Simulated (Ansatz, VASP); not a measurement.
**One calculation of MgPH6NO5, two programs**

```
Mg H P N O
1.0
     5.61242    0.00000    0.00000
     0.00000    8.81829    0.00000
     0.00000    0.00000    4.75627
Mg H P N O
2 12 2 2 10
Direct
  0.00000 0.97809 0.01793
  0.50000 0.02191 0.51793
  0.00000 0.45861 0.33013
  0.50000 0.54139 0.83013
  0.00000 0.45318 0.96624
  0.50000 0.54682 0.46624
  0.15230 0.59041 0.14001
  0.34770 0.40959 0.64001
  0.84770 0.59041 0.14001
  0.65230 0.40959 0.64001
  0.13885 0.80856 0.58886
  0.36115 0.19144 0.08886
  0.86115 0.80856 0.58886
  0.63885 0.19144 0.08886
  0.00000 0.19207 0.58657
  0.50000 0.80793 0.08657
  0.00000 0.52420 0.14455
  0.50000 0.47580 0.64455
  0.00000 0.16389 0.26947
  0.50000 0.83611 0.76947
  0.00000 0.36578 0.64394
  0.50000 0.63422 0.14394
  0.22037 0.11563 0.73262
  0.27963 0.88437 0.23262
  0.77963 0.11563 0.73262
  0.72037 0.88437 0.23262
  0.00000 0.79677 0.71367
  0.50000 0.20323 0.21367
```

Alike in both runs: functional PBE; dispersion D3(BJ); k mesh 4 × 4 × 6; occupations gaussian, width 0.02 eV; no spin polarisation.

Ansatz relaxed the structure, and its values are those at the end. VASP's run is a single point on that final structure, the one shown.

|  | VASP | Ansatz |
| --- | --- | --- |
| version | VASP 6.6.1 | Ansatz 0.2.0 |
| potentials or method | VASP PAW PBE potentials, release 64 (Mg, H, P, N, O), cutoff 520 eV | scalar-relativistic, plane waves, PAW |
| valence electrons in the cell | 96 | 112 |

|  | VASP | Ansatz | Ansatz less VASP |
| --- | --- | --- | --- |
| gap on the k mesh at the Fermi level (eV) | 5.08 | 5.09 | +0.001 |
| least direct gap on the mesh (eV) | 5.15 | 5.16 | +0.004 |
| pressure (GPa) | -0.5 | 0.0 | +0.47 |
| rms of the force components (eV/Å) | 0.029 | 0.001 | -0.0276 |

VASP's potentials hold 96 valence electrons a cell and Ansatz's 112, so a difference there can come from the potentials and not from the codes.
